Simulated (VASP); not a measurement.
A run of VASP 6.6.1 is set up as follows.

The input INCAR:

```
SYSTEM = MoS2
PREC = Accurate
ENCUT = 520
EDIFF = 1E-6
ISMEAR = 0
SIGMA = 0.02
LREAL = .False.
LASPH = .True.
NELM = 60
ALGO = Normal
ISIF = 2
LWAVE = .False.
LCHARG = .True.
GGA = PS
LELF = .True.
LVHAR = .True.
NBANDS = 64
```

The input KPOINTS:

```
regular mesh
0
Gamma
  12 12 1
  0 0 0
```

File POSCAR:

```
MoS2
1.0
    3.1417466302      0.0000000000      0.0000000000
   -1.5708733151      2.7208323940      0.0000000000
    0.0000000000      0.0000000000     35.0747520616
Mo S
4 8
Direct
    0.6666666667      0.3333333333      0.9101604177
    0.6666666667      0.3333333333      0.2689579066
    0.3333333333      0.6666666667      0.7310420934
    0.3333333333      0.6666666667      0.0898395823
    0.3333333333      0.6666666667      0.9546050736
    0.3333333333      0.6666666667      0.3133692912
    0.6666666667      0.3333333333      0.7754940347
    0.6666666667      0.3333333333      0.1342851563
    0.3333333333      0.6666666667      0.8657148437
    0.3333333333      0.6666666667      0.2245059653
    0.6666666667      0.3333333333      0.6866307088
    0.6666666667      0.3333333333      0.0453949264
```

Potentials or basis: VASP PAW PBE potentials, release 64 (Mo_sv, S).

The run is started by

```sh
$ cat potpaw_PBE.64/Mo_sv/POTCAR potpaw_PBE.64/S/POTCAR > POTCAR
$ mpirun -np 1 vasp_std > vasp.out
```

Problem. What does it give for the band gap on the k mesh?

Solution. 1.13 eV, indirect (least direct gap 1.76 eV).

Problem. What does it give for the largest force?

Solution. 0.003 eV/Å.

Forces on the atoms (eV/Å):
```
Mo   0.000  0.000  0.001
Mo   0.000  0.000  0.001
Mo   0.000  0.000 -0.001
Mo   0.000  0.000 -0.001
S    0.000  0.000  0.003
S    0.000  0.000  0.002
S    0.000  0.000  0.001
S    0.000  0.000  0.001
S    0.000  0.000 -0.001
S    0.000  0.000 -0.001
S    0.000  0.000 -0.002
S    0.000  0.000 -0.003
```

Caveat: the PAW data sets were made with another functional, which shifts forces and pressure a little.
